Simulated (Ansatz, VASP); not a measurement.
# HgTe: VASP beside Ansatz

The input INCAR:

```
ALGO = Normal
EDIFF = 1E-6
ENCUT = 520
GGA = PS
ISIF = 2
ISMEAR = -1
LASPH = T
LCHARG = T
LELF = T
LREAL = F
LVHAR = T
LWAVE = F
NBANDS = 16
NELM = 60
PREC = Accurate
SIGMA = 0.05
```

The input KPOINTS:

```
k-points
0
Gamma
  9 9 9
```

The input POSCAR:

```
HgTe
1.0
    0.0000000000      3.2235000000      3.1590300000
    3.2235000000      0.0000000000      3.1590300000
    3.2235000000      3.2235000000      0.0000000000
Hg Te
1 1
Direct
    0.0000000000      0.0000000000      0.0000000000
    0.7500000000      0.7500000000      0.7500000000
```

Input for Ansatz:

```yaml
crystal:
  lattice:
    - [0.0, 3.2235, 3.15903]
    - [3.2235, 0.0, 3.15903]
    - [3.2235, 3.2235, 0.0]
  atoms:
    - { symbol: Hg, position: [0.0, 0.0, 0.0] }
    - { symbol: Te, position: [0.75, 0.75, 0.75] }
kpoints:
  mp_grid: { grid: [9, 9, 9] }
  band_path:
    path:
      - [0.0, 0.0, 0.0]
      - [0.0, 0.5, 0.5]
      - [0.25, 0.75, 0.5]
      - [0.0, 0.5, 0.0]
      - [0.0, 0.0, 0.0]
      - [0.5, 0.5, 0.0]
      - [0.3801541025, 0.6198458975, 0.0]
      - [-0.3801541025, 0.3801541025, 0.0]
      - [0.0, 0.0, 0.0]
    npoints: 5
scf:
  occupations: { method: fermi_dirac, width: 0.05 }
hamiltonian:
  xc: pbesol
  pseudopotentials: { kind: all_electron, lapw: { basis_error: 0.0005 } }
output:
  forces: true
  stress: true
  eigenvalues: true
```

Change from the starting cell: zz strain of -2 %.

Alike in both runs: task single point; functional PBEsol; k mesh 9 × 9 × 9; occupations fermi-dirac, width 0.05 eV; no spin polarisation.

|  | VASP | Ansatz |
| --- | --- | --- |
| version | VASP 6.6.1 | Ansatz 0.2.0 |
| potentials or method | VASP PAW PBE potentials, release 64 (Hg, Te), cutoff 520 eV | all-electron LAPW, scalar-relativistic |

|  | VASP | Ansatz | Ansatz less VASP |
| --- | --- | --- | --- |
| pressure (GPa) | 2.5 | 2.4 | -0.12 |
| traceless stress, the component that is largest in VASP (GPa) | 0.18 | 0.18 | 0.000 |

VASP's potentials were made for PBE, not for PBEsol. Ansatz ran all-electron here, and VASP with PAW potentials.

Neither program's run includes spin-orbit coupling.
